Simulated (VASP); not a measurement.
Runs of VASP 6.6.1 on ZnS. The structure is that of space group F-43m (No. 216), or close to it. The cells are those of the table. 

```csv
task,spin,cell,k mesh for the DOS,occupations for the DOS,gap on the mesh (eV),pressure (GPa)
single point,"non-collinear, zero start, SOC","a = 3.849 Å, angles 60.0°, 2 atoms",-,-,-,0.1
single point,off,"a = 3.797 Å, angles 60.0°, 2 atoms",-,-,2.20,3.3
single point,off,"a = 3.849 Å, angles 60.0°, 2 atoms",-,-,2.02,0.1
single point,off,"a = 3.843 Å, angles 60.0°, 2 atoms",-,-,2.04,0.5
single point,off,"a = 3.900 Å, angles 60.0°, 2 atoms",-,-,(b),-2.4
single point,off,"a = 3.823 Å, angles 60.0°, 2 atoms",-,-,(a),1.6
single point,off,"a = 3.875 Å, angles 60.0°, 2 atoms",-,-,1.93,-1.2
single point,off,"a = 3.838 Å, angles 60.0°, 2 atoms",-,-,(c),0.8
```

Alike in all rows: level PBE; potentials or basis VASP PAW PBE potentials, release 64 (Zn, S); k mesh 12 × 12 × 12; cutoff (eV) 520; smearing gaussian 0.05 eV.

Fill in the values left out.

(a) 2.11; (b) 1.85; (c) 2.06.

A k mesh can miss the band edges.
